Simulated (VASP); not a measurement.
Runs of VASP 6.6.1 on Sr. The structure is that of space group Im-3m (No. 229), or close to it. The cells are those of the table. This isn't the form of Sr at room conditions, which is fcc.

```csv
cell,gap on the mesh (eV),pressure (GPa)
"a = 4.137 Å, angles 109.5°, 1 atom",none,(a)
"a = 4.326 Å, angles 109.5°, 1 atom",none,-1.0
"a = 4.285 Å, angles 108.7, 108.7, 111.1°, 1 atom",none,-0.7
"a = 4.117 Å, angles 110.3, 110.3, 107.8°, 1 atom",none,0.5
"a = 4.116 Å, angles 109.1, 109.1, 110.3°, 1 atom",none,0.5
```

Alike in all rows: task single point; level r2SCAN; potentials or basis VASP PAW PBE potentials, release 64 (Sr_sv); no spin polarisation; k mesh 14 × 14 × 14; cutoff (eV) 520; smearing gaussian 0.15 eV.

Question: Estimate the missing entries.

Answer: (a) 0.3.

Caveats: the PAW data sets were made with another functional, which shifts forces and pressure a little.

A k mesh can miss the band edges, and the runs leave out spin-orbit coupling on Sr.

A gap of «none» marks levels without a gap at the run's occupations.
